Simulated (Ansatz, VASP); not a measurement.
# Ga3As3N2 in VASP and in Ansatz

Contents of INCAR:

```
SYSTEM = Ga3As3N2
ALGO = Normal
DIPOL = 0.5 0.5 0.331
EDIFF = 1E-6
ENCUT = 520
GGA = PE
IDIPOL = 3
ISIF = 2
ISMEAR = 0
IVDW = 12
LASPH = .True.
LCHARG = .True.
LDIPOL = .True.
LELF = .True.
LREAL = .False.
LVACPOTAV = .True.
LVHAR = .True.
LWAVE = .False.
NBANDS = 42
NELM = 80
PREC = Accurate
SIGMA = 0.05
```

File KPOINTS:

```
k-points
0
Gamma
  7 5 1
  0 0 0
```

File POSCAR:

```
Ga3As3N2
1.0
    4.0137031116      0.0000000000      0.0000000000
    0.0000000000      5.6762333758      0.0000000000
    0.0000000000      0.0000000000     22.8852699092
Ga As N
3 3 2
Direct
    0.5000000000      0.5000000000      0.1747849169
    0.0000000000      0.0653835254      0.2732733389
    0.5000000000      0.4894639615      0.3292030243
    0.0000000000      0.2500000000      0.1747849169
    0.5000000000      0.8102208702      0.2554204538
    0.0000000000      0.2887573197      0.3664046761
    0.5000000000      0.7887573197      0.5149718555
    0.5000000000      0.7887573197      0.5630377077
```

Input for Ansatz:

```yaml
crystal:
  lattice:
    - [4.0137031116, 0.0, 0.0]
    - [0.0, 5.6762333758, 0.0]
    - [0.0, 0.0, 22.8852699092]
  atoms:
    - { symbol: Ga, position: [0.5, 0.5, 0.1747849169] }
    - { symbol: As, position: [0.0, 0.25, 0.1747849169] }
    - { symbol: Ga, position: [0.0, 0.0653835254, 0.2732733389] }
    - { symbol: As, position: [0.5, 0.8102208702, 0.2554204538] }
    - { symbol: Ga, position: [0.5, 0.4894639615, 0.3292030243] }
    - { symbol: As, position: [0.0, 0.2887573197, 0.3664046761] }
    - { symbol: "N", position: [0.5, 0.7887573197, 0.5149718555] }
    - { symbol: "N", position: [0.5, 0.7887573197, 0.5630377077] }
basis:
  ecutwfc: 420
kpoints:
  mp_grid: { grid: [7, 5, 1] }
hamiltonian:
  xc: pbe
  pseudopotentials: { kind: paw, azcp: { folder: soft_1 } }
  dispersion: d3bj
scf:
  occupations: { method: gaussian, width: 0.05 }
output:
  forces: true
  eigenvalues: true
efield:
  axis: 3
  dipole_correction: true
  ramp_width: 0.04
```

Alike in both runs: task single point; functional PBE; dispersion D3(BJ); k mesh 7 × 5 × 1; occupations gaussian, width 0.05 eV; no spin polarisation.

|  | VASP | Ansatz |
| --- | --- | --- |
| version | VASP 6.6.1 | Ansatz 0.2.0 |
| potentials or method | VASP PAW PBE potentials, release 64 (Ga_d, As, N), cutoff 520 eV | scalar-relativistic, plane waves, PAW |
| valence electrons in the cell | 64 | 94 |

|  | VASP | Ansatz | Ansatz less VASP |
| --- | --- | --- | --- |
| gap on the k mesh at the Fermi level (eV) | 0.40 | 0.41 | +0.008 |
| least direct gap on the mesh (eV) | 0.75 | 0.76 | +0.003 |
| rms of the force components (eV/Å) | 0.688 | 0.329 | -0.3590 |

One of these differences is far larger than is usual between the two programs; its cause wasn't traced. VASP's potentials hold 64 valence electrons a cell and Ansatz's 94, so a difference there can come from the potentials and not from the codes.

Noted on VASP's run: the standard files for N, O and F lose accuracy on very short bonds.
